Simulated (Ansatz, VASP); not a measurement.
# One calculation of MgS, two programs

```
Mg S
1.0
     0.06685    2.84111    2.84111
     2.84111    0.06685    2.84111
     2.84111    2.84111    0.06685
Mg S
1 1
Direct
  0.00223 0.00223 0.00223
  0.24777 0.24777 0.24777
```

Change from the starting cell: epitaxial_111 strain -2.0%.

Alike in both runs: task single point; functional HSE06; k mesh 6 × 6 × 6; no spin polarisation.

|  | VASP | Ansatz |
| --- | --- | --- |
| version | VASP 6.6.1 | Ansatz 0.2.0 |
| potentials or method | VASP PAW PBE potentials, release 64 (Mg, S) | plane waves, PAW |
| plane-wave cutoff (eV) | 520 | 420 |
| occupations | gaussian, width 0.01 eV | fixed |
| valence electrons in the cell | 8 | 16 |

```csv
,VASP,Ansatz,Ansatz less VASP
gap on the k mesh at the Fermi level (eV),4.54,4.56,+0.016
pressure (GPa),1.4,1.6,+0.17
"traceless stress, the component that is largest in VASP (GPa)",-0.78,-0.78,+0.003
```

VASP's potentials hold 8 valence electrons a cell and Ansatz's 16, so a difference there can come from the potentials and not from the codes. Ansatz's warnings: stress exchange threshold loose, stress scf threshold loose.
